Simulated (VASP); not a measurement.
# BeS (F-43m) in VASP: a series of runs

BeS is run at these levels: r2SCAN; tasks: single point, relaxation of cell and atoms.

All numbers are computed with VASP 6.6.1; they aren't measurements. Logs are shortened: lines on timing, memory, paths and dates and some standing lists are left out, and cuts for length are marked.

### 1 The cell of the first run

Symmetry: F-43m, No. 216, cubic system. The conventional cell has a = 4.868 Å, b = 4.868 Å, c = 4.868 Å, α = 90.00°, β = 90.00°, γ = 90.00°. Within 2.8 Å of Be (site symmetry -43m) lie 4 S at 2.11 Å. Within 2.8 Å of S (site symmetry -43m) lie 4 Be at 2.11 Å.

### 2 Single point, r2SCAN

File POSCAR:

```
BeS
1.0
    0.0000000000      2.4342241204      2.4342241204
    2.4342241204      0.0000000000      2.4342241204
    2.4342241204      2.4342241204      0.0000000000
Be S
1 1
Direct
    0.0000000000      0.0000000000      0.0000000000
    0.7500000000      0.7500000000      0.7500000000
```

File INCAR.step1:

```
PREC = Accurate
ENCUT = 520
ISMEAR = -1
SIGMA = 0.1
LREAL = False
LASPH = True
NELM = 100
NBANDS = 11
GGA = PE
ALGO = Normal
EDIFF = 1E-4
LWAVE = True
LCHARG = False
```

File INCAR.step2:

```
PREC = Accurate
ENCUT = 520
EDIFF = 1E-6
ISMEAR = -1
SIGMA = 0.1
LREAL = False
LASPH = True
NELM = 100
ALGO = Normal
ISIF = 2
LWAVE = False
LCHARG = False
METAGGA = R2SCAN
LMIXTAU = True
NBANDS = 11
ISTART = 1
```

File KPOINTS:

```
Automatic mesh
0
Gamma
  18 18 18
```

Potentials or basis: VASP PAW PBE potentials, release 64 (Be, S).

The run is started by

```console
> cat potpaw_PBE.64/Be/POTCAR potpaw_PBE.64/S/POTCAR > POTCAR
> cp INCAR.step1 INCAR
> mpirun -np 1 vasp_std > vasp.out
> cp INCAR.step2 INCAR
> mpirun -np 1 vasp_std > vasp.out
```

OUTCAR:

```text
PREC = Accurate
   ENCUT = 520
   EDIFF = 1E-6
   ISMEAR = -1
   LREAL = False
   LASPH = True
   NELM = 100
   ISIF = 2
   METAGGA = R2SCAN
   ISTART = 1

 ion  position               nearest neighbor table
   1  0.000  0.000  0.000-   2 2.11   2 2.11   2 2.11   2 2.11
   2  0.750  0.750  0.750-   1 2.11   1 2.11   1 2.11   1 2.11

  LATTYP: Found a face centered cubic cell.
 ALAT       =     4.8684482408

  Lattice vectors:

 A1 = (   0.0000000000,   2.4342241204,   2.4342241204)
 A2 = (   2.4342241204,   0.0000000000,   2.4342241204)
 A3 = (   2.4342241204,   2.4342241204,   0.0000000000)

Analysis of symmetry for initial positions (statically):
=====================================================================
 Subroutine PRICEL returns:
 Original cell was already a primitive cell.

 Routine SETGRP: Setting up the symmetry group for a
 face centered cubic supercell.

 Subroutine GETGRP returns: Found 24 space group operations
 (whereof 24 operations were pure point group operations)
 out of a pool of 48 trial point group operations.

The static configuration has the point symmetry T_d .

Analysis of symmetry for dynamics (positions and initial velocities):
=====================================================================
 Subroutine PRICEL returns:
 Original cell was already a primitive cell.

 Routine SETGRP: Setting up the symmetry group for a
 face centered cubic supercell.

 Subroutine GETGRP returns: Found 24 space group operations
 (whereof 24 operations were pure point group operations)
 out of a pool of 48 trial point group operations.

The dynamic configuration has the point symmetry T_d .

 Subroutine INISYM returns: Found 24 space group operations
 (whereof 24 operations are pure point group operations),
 and found     1 'primitive' translations

----------------------------------------------------------------------------------------

                                     Primitive cell

  volume of cell :      28.8477

  direct lattice vectors                    reciprocal lattice vectors
     0.000000000  2.434224120  2.434224120    -0.205404258  0.205404258  0.205404258
     2.434224120  0.000000000  2.434224120     0.205404258 -0.205404258  0.205404258
     2.434224120  2.434224120  0.000000000     0.205404258  0.205404258 -0.205404258

  length of vectors
     3.442512765  3.442512765  3.442512765     0.355770611  0.355770611  0.355770611

  position of ions in fractional coordinates (direct lattice)
     0.000000000  0.000000000  0.000000000
     0.750000000  0.750000000  0.750000000

  ion indices of the primitive-cell ions
   primitive index   ion index
                 1           1
                 2           2

----------------------------------------------------------------------------------------

 KPOINTS: Automatic mesh

Automatic generation of k-mesh.
 Grid dimensions read from file:
 generate k-points for:   18   18   18

 Generating k-lattice:

  Cartesian coordinates                     Fractional coordinates (reciprocal lattice)
    -0.011411348  0.011411348  0.011411348     0.055555556  0.000000000  0.000000000
     0.011411348 -0.011411348  0.011411348     0.000000000  0.055555556  0.000000000
     0.011411348  0.011411348 -0.011411348     0.000000000  0.000000000  0.055555556

  Length of vectors
     0.019765034  0.019765034  0.019765034

  Shift w.r.t. Gamma in fractional coordinates (k-lattice)
     0.000000000  0.000000000  0.000000000

 Subroutine IBZKPT returns following result:
 ===========================================

 Found    195 irreducible k-points:

 Following reciprocal coordinates:
            Coordinates               Weight
  0.000000  0.000000  0.000000      1.000000
  0.055556  0.000000  0.000000      8.000000
  0.111111  0.000000  0.000000      8.000000
  0.166667  0.000000  0.000000      8.000000
  0.222222  0.000000  0.000000      8.000000
  0.277778  0.000000  0.000000      8.000000
[... 16 lines left out ...]
 -0.277778  0.055556  0.000000     24.000000
 -0.222222  0.055556  0.000000     24.000000
 [... further k-points ...]
   k-points           NKPTS =    195   k-points in BZ     NKDIM =    195   number of bands    NBANDS=     11
   number of dos      NEDOS =    301   number of ions     NIONS =      2
   total plane-waves  NPLWV =  21952
   dimension x,y,z NGX =    28 NGY =   28 NGZ =   28
   dimension x,y,z NGXF=    56 NGYF=   56 NGZF=   56
   ions per type =               1   1
   NGX,Y,Z   is equivalent  to a cutoff of  13.52, 13.52, 13.52 a.u.
   NGXF,Y,Z  is equivalent  to a cutoff of  27.04, 27.04, 27.04 a.u.
 SYSTEM =  unknown system
   PREC   = accura    normal or accurate (medium, high low for compatibility)
   ISTART =      1    job   : 0-new  1-cont  2-samecut
   ICHARG =      0    charge: 1-file 2-atom 10-const
   ISPIN  =      1    spin polarized calculation?
   LNONCOLLINEAR =      F non collinear calculations
   LSORBIT =      F    spin-orbit coupling
   LASPH  =      T    aspherical Exc in radial PAW
   ENCUT  =  520.0 eV  38.22 Ry    6.18 a.u.   6.40  6.40  6.40*2*pi/ulx,y,z
   NELM   =    100;   NELMIN=  2; NELMDL=  0     # of ELM steps
   EDIFF  = 0.1E-05   stopping-criterion for ELM
   LREAL  =      F    real-space projection
   EDIFFG = 0.1E-04   stopping-criterion for IOM
   NSW    =      0    number of steps for IOM
   IBRION =     -1    ionic relax: 0-MD 1-quasi-New 2-CG
   NFREE  =      0    steps in history (QN), initial steepest desc. (CG)
   ISIF   =      2    stress and relaxation
   ISYM   =      2    0-nonsym 1-usesym 2-fastsym
   POTIM  = 0.5000    time-step for ionic-motion
   TEBEG  =    0.0;   TEEND  =   0.0 temperature during run
   PSTRESS=    0.0 pullay stress
   NELECT =       8.0000    total number of electrons
   NUPDOWN=      -1.0000    fix difference up-down
   EMIN   =  10.00;   EMAX   =-10.00  energy-range for DOS
   EFERMI =   0.00;   METHOD = LEGACY
   ISMEAR =    -1;   SIGMA  =   0.10  broadening in eV -4-tet -1-fermi 0-gaus
   EFERMI_NEDOS =   21; number of points for ismear=-14 and -15
   IALGO  =     38    algorithm
   IMIX   =      4    mixing-type and parameters
     AMIX     =   0.40;   BMIX     =  1.00
     AMIX_MAG =   1.60;   BMIX_MAG =  1.00
  volume/ion in A,a.u.               =      14.42        97.34
  Fermi-wavevector in a.u.,A,eV,Ry     =   1.067581  2.017436 15.506964  1.139730
  Thomas-Fermi vector in A             =   2.203202
   LORBIT       =      0    0 simple, 1 ext, 2 COOP (PROOUT), +10 PAW based schemes
   METAGGA = R2SCAN    functional components
   LHFCALC =     F    Hartree Fock is set to
   AEXX    =    0.0000 exact exchange contribution
   IVDW    =     0    specifies the selected vdW correction
   LEPSILON=     F    determine dielectric tensor
   LRPA    =     F    only Hartree local field effects (RPA)
 non-spin polarized calculation
  energy-cutoff  :      520.00
  volume of cell :       28.85
 maximum number of plane-waves:       792
 NGX is ok and might be reduce to    28
   NGX = 13   NGY = 13   NGZ = 13

 number of electron       7.9999999 magnetization

 Free energy of the ion-electron system (eV)
  ---------------------------------------------------
  ext. energy  EPLUGINS =         0.00000000
  ---------------------------------------------------
  free energy    TOTEN  =       -14.78668042 eV

  energy without entropy =      -14.78668042  energy(sigma->0) =      -14.78668042

 E-fermi :   5.7422     XC(G=0): -10.1340

 val. band max:        3.8495022376   @ k =   0.0000   0.0000   0.0000
 cond. band min:       7.4477647893   @ k =   0.5000   0.5000   0.0000
 fundamental gap:      3.5982625516
 Fermi energy:         5.7422060122

 k-point     1 :       0.0000    0.0000    0.0000
  band No.  band energies     occupation
      1     -10.3684      2.00000
      2       3.8495      2.00000
      3       3.8495      2.00000
      4       3.8495      2.00000
      5      10.1135      0.00000
      6      10.1135      0.00000
      7      10.1135      0.00000
      8      10.4351      0.00000
      9      17.2515      0.00000
     10      17.2515      0.00000
     11      19.6623      0.00000

 k-point     2 :       0.0556    0.0000    0.0000
  band No.  band energies     occupation
      1     -10.3318      2.00000
      2       3.5720      2.00000
      3       3.8068      2.00000
      4       3.8068      2.00000
      5      10.1050      0.00000
      6      10.1942      0.00000
      7      10.1942      0.00000
      8      10.7255      0.00000
      9      17.0635      0.00000
     10      17.0635      0.00000
     11      19.6540      0.00000

 k-point     3 :       0.1111    0.0000    0.0000
  band No.  band energies     occupation
      1     -10.2236      2.00000
      2       2.8671      2.00000
      3       3.6898      2.00000
      4       3.6898      2.00000
      5      10.0870      0.00000
      6      10.4112      0.00000
      7      10.4112      0.00000
      8      11.4583      0.00000
      9      16.6738      0.00000
     10      16.6738      0.00000
     11      19.5758      0.00000

 k-point     4 :       0.1667    0.0000    0.0000
  band No.  band energies     occupation
      1     -10.0488      2.00000
      2       1.9533      2.00000
      3       3.5251      2.00000
      4       3.5251      2.00000
      5      10.0611      0.00000
      6      10.6941      0.00000
      7      10.6941      0.00000
      8      12.4029      0.00000
      9      16.3501      0.00000
     10      16.3501      0.00000
     11      19.3756      0.00000
[... 239 lines left out ...]
 k-point    22 :      -0.3333    0.0556    0.0000
  band No.  band energies     occupation
      1      -9.1365      2.00000
      2      -0.9956      2.00000
      3       2.6781      2.00000
      4       3.0463      2.00000
      5      10.1199      0.00000
      6      11.0942      0.00000
      7      11.1880      0.00000
      8      15.0200      0.00000
      9      16.7794      0.00000
     10      18.2916      0.00000
     11      19.2716      0.00000

 k-point    23 :      -0.2778    0.0556    0.0000
  band No.  band energies     occupation
      1      -9.4207      2.00000
      2      -0.2243      2.00000
      3       2.7900      2.00000
      4       3.2190      2.00000
      5      10.1493      0.00000
      6      11.0482      0.00000
      7      11.2514      0.00000
      8      14.3339      0.00000
      9      16.0855      0.00000
     10      17.5733      0.00000
     11      19.1908      0.00000

 k-point    24 :      -0.2222    0.0556    0.0000
  band No.  band energies     occupation
      1      -9.7005      2.00000
      2       0.6661      2.00000
      3       2.9466      2.00000
      4       3.4056      2.00000
      5      10.1758      0.00000
      6      10.9057      0.00000
      7      11.1911      0.00000
      8      13.5651      0.00000
      9      15.7379      0.00000
     10      17.0029      0.00000
     11      19.3470      0.00000

 [... further k-points ...]

------------------------ aborting loop because EDIFF is reached ----------------------------------------

  FORCE on cell =-STRESS in cart. coord.  units (eV):
  Direction    XX          YY          ZZ          XY          YZ          ZX
  --------------------------------------------------------------------------------------
  -------------------------------------------------------------------------------------
  Total        0.0503919      0.0503919      0.0503919      0.0000000     -0.0000000      0.0000000
  in kB        2.7987195      2.7987195      2.7987195      0.0000000     -0.0000000      0.0000000
  external PRESSURE =       2.7987195 kB  Pullay stress =       0.0000000 kB

 VOLUME and BASIS-vectors are now :
 -----------------------------------------------------------------------------
  energy-cutoff  :      520.00
  volume of cell :       28.85
      direct lattice vectors                 reciprocal lattice vectors
     0.000000000  2.434224120  2.434224120    -0.205404258  0.205404258  0.205404258
     2.434224120  0.000000000  2.434224120     0.205404258 -0.205404258  0.205404258
     2.434224120  2.434224120  0.000000000     0.205404258  0.205404258 -0.205404258

 POSITION                                       TOTAL-FORCE (eV/Angst)
 -----------------------------------------------------------------------------------
      0.00000      0.00000      0.00000        -0.000000      0.000000     -0.000000
      3.65134      3.65134      3.65134         0.000000     -0.000000      0.000000
 -----------------------------------------------------------------------------------
    total drift:                               -0.000000     -0.000000     -0.000000

  FREE ENERGIE OF THE ION-ELECTRON SYSTEM (eV)
  ---------------------------------------------------
  free  energy   TOTEN  =       -14.7866804182 eV

  energy  without entropy=      -14.7866804176  energy(sigma->0) =      -14.78668042
```

It took 6.6 min on 1 thread of Intel Xeon 8259CL, shared host; peak memory 0.2 GiB.

What came out:

* Free energy: -14.7867 eV
* Pressure: 0.3 GPa
* Band gap on the k mesh: 3.60 eV (least direct gap 6.26 eV)

Caveat: the PAW data sets were made with another functional, which shifts forces and pressure a little.

### 3 Relaxation of cell and atoms, r2SCAN

This run uses another cell than the first one, of 14.26 Å³/atom.

File POSCAR:

```
BeS
1.0
    0.0000000000      2.4250000000      2.4250000000
    2.4250000000      0.0000000000      2.4250000000
    2.4250000000      2.4250000000      0.0000000000
Be S
1 1
Direct
    0.0000000000      0.0000000000      0.0000000000
    0.7500000000      0.7500000000      0.7500000000
```

File INCAR.step1:

```
SYSTEM = BeS
PREC = Accurate ; ENCUT = 600
ISMEAR = -1 ; SIGMA = 0.1
LREAL = .FALSE. ; LASPH = .TRUE.
NELM = 100 ; GGA = PE
ALGO = Normal ; EDIFF = 1E-4
LWAVE = .TRUE. ; LCHARG = .FALSE.
```

File INCAR.step2:

```
SYSTEM = BeS
PREC = Accurate ; ENCUT = 600
EDIFF = 1E-6 ; ISMEAR = -1
SIGMA = 0.1 ; LREAL = .FALSE.
LASPH = .TRUE. ; NELM = 100
ALGO = Normal ; ISIF = 3
LWAVE = .FALSE. ; LCHARG = .FALSE.
METAGGA = R2SCAN ; LMIXTAU = .TRUE.
IBRION = 2 ; NSW = 100
EDIFFG = -0.002 ; ISTART = 1
```

File KPOINTS:

```
regular mesh
0
G
  18 18 18
  0 0 0
```

Potentials or basis: VASP PAW PBE potentials, release 64 (Be, S).

The run is started by

```console
> cat potpaw_PBE.64/Be/POTCAR potpaw_PBE.64/S/POTCAR > POTCAR
> cp INCAR.step1 INCAR
> mpirun -np 1 vasp_std > vasp.out
> cp INCAR.step2 INCAR
> mpirun -np 1 vasp_std > vasp.out
```

Wall time 13 min (1 thread of Intel Xeon 8259CL, shared host); peak memory 0.21 GiB.

It converged, with:

* Free energy: -14.7871 eV
* Relaxed volume: 14.47 Å³/atom
* Relaxed cell: a = 3.446 Å, b = 3.446 Å, c = 3.446 Å, α = 60.00°, β = 60.00°, γ = 60.00°
* Space group after relaxing (to 0.1 Å): F-43m (No. 216)
* Energy gained by relaxing: 0.9 meV/atom
* Ionic steps: 3
* Pressure after relaxing: 0.0 GPa
* Band gap on the k mesh: 3.60 eV (least direct gap 6.26 eV)

Step by step:
```csv
step,energy change (eV),largest force (eV/Å),pressure (GPa),volume (Å³)
1,0.0000,0.0000,1.45,28.52
2,-0.0017,0.0000,-0.40,29.06
3,-0.0018,0.0000,0.00,28.94
```

Final structure:
```yaml
crystal:
  lattice:
    - [0.00000, 2.43668, 2.43668]
    - [2.43668, 0.00000, 2.43668]
    - [2.43668, 2.43668, 0.00000]
  atoms:
    - { symbol: Be, position: [0.00000, 0.00000, 0.00000] }
    - { symbol: S, position: [0.75000, 0.75000, 0.75000] }
```

Levels at points of the mesh, in eV from the valence-band top:
```csv
k point,band 1,band 2,band 3,band 4,band 5,band 6,band 7,band 8
"(0.00, 0.00, 0.00)",-14.20,0.00,0.00,0.00,6.27,6.27,6.27,6.56
"(0.50, 0.00, 0.00)",-12.56,-5.86,-1.04,-1.04,6.05,7.15,7.15,11.99
"(0.50, 0.50, 0.00)",-12.00,-5.11,-2.66,-2.66,3.60,5.40,13.75,13.75
```

Caveat: the PAW data sets were made with another functional, which shifts forces and pressure a little.
